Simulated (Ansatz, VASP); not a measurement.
One calculation of Mn, two programs

```xyz
2
Lattice="0.0000 2.4427 2.4427 2.4427 0.0000 2.4427 2.4427 2.4427 0.0000" Properties=species:S:1:pos:R:3 pbc="T T T"
Mn    0.6107    0.6107    0.6107
Mn    4.2747    4.2747    4.2747
```

Alike in both runs: task single point; functional PBE; k mesh 18 × 18 × 18; occupations fermi-dirac, width 0.1 eV; no spin polarisation.

```csv
,VASP,Ansatz
version,VASP 6.6.1,Ansatz 0.2.0
potentials or method,"VASP PAW PBE potentials, release 64 (Mn_pv), cutoff 520 eV","plane waves (420 eV) with PAW, scalar-relativistic"
valence electrons in the cell,26,30
```

Ansatz gave:

```
pressure (GPa) : 6.4
```

Problem. Which values does VASP return?

Solution. Pressure (GPa): 7.1.

VASP's potentials hold 26 valence electrons a cell and Ansatz's 30, so a difference there can come from the potentials and not from the codes.
